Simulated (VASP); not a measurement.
A run of VASP 6.6.1:

The input INCAR:

```
SYSTEM = La
PREC = Accurate
ENCUT = 520
EDIFF = 1E-6
ISMEAR = -1
SIGMA = 0.1
LREAL = .False.
LASPH = .True.
NELM = 100
ALGO = Normal
ISIF = 2
LWAVE = .False.
LCHARG = .False.
GGA = PS
NBANDS = 12
```

File KPOINTS:

```
Automatic mesh
0
Gamma
  11 11 11
  0 0 0
```

File POSCAR:

```
La
1.0
    3.0877340104      0.0000000000      0.0000000000
    0.0000000000      3.0877340104      0.0000000000
    0.0000000000      0.0000000000      3.0877340104
La
1
Direct
    0.0000000000      0.0000000000      0.0000000000
```

Potentials or basis: VASP PAW PBE potentials, release 64 (La).

Launch:

```sh
$ cat potpaw_PBE.64/La/POTCAR > POTCAR
$ mpirun -np 1 vasp_std > vasp.out
```

Hardware: 1 thread of Intel(R) Xeon(R) 6975P-C (Granite Rapids), with other jobs on the host.

Problem. Estimate the wall time of this run.

Solution. Wall time 10 s on 1 thread of Intel(R) Xeon(R) 6975P-C (Granite Rapids) (shared host), peak memory 0.16 GiB. Counts: scf iterations 14, k points 56.
